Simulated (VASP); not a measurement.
Input of a VASP 6.6.1 run:

Contents of INCAR:

```
SYSTEM = Al2O3
PREC = Accurate
ENCUT = 520
EDIFF = 1E-7
ISMEAR = -1
SIGMA = 0.05
LREAL = .False.
LASPH = .True.
NELM = 60
ALGO = Normal
ISIF = 2
LWAVE = .False.
LCHARG = .True.
LELF = .True.
LVHAR = .True.
NBANDS = 20
```

Contents of KPOINTS:

```
regular mesh
0
Gamma
  10 10 4
  0 0 0
```

The input POSCAR:

```
Al2O3
1.0
    3.0571908153      0.0000000000      0.0000000000
   -1.5285954077      2.6476049103      0.0000000000
    0.0000000000      0.0000000000      7.6743136961
Al O
2 3
Direct
    0.0000000000      0.0000000000      0.7220490000
    0.0000000000      0.0000000000      0.2779510000
    0.0000000000      0.0000000000      0.5000000000
    0.6666666667      0.3333333333      0.8005460000
    0.3333333333      0.6666666667      0.1994540000
```

Potentials or basis: VASP PAW LDA potentials, release 64 (Al, O).

Command:

```sh
$ cat potpaw_LDA.64/Al/POTCAR potpaw_LDA.64/O/POTCAR > POTCAR
$ mpirun -np 1 vasp_std > vasp.out
```

(1) Predict the band gap on the k mesh.

(2) Predict the pressure.

(3) Estimate the largest force.

Results:

(1) 1.92 eV, direct.

(2) -12.9 GPa.

(3) 0.713 eV/Å.
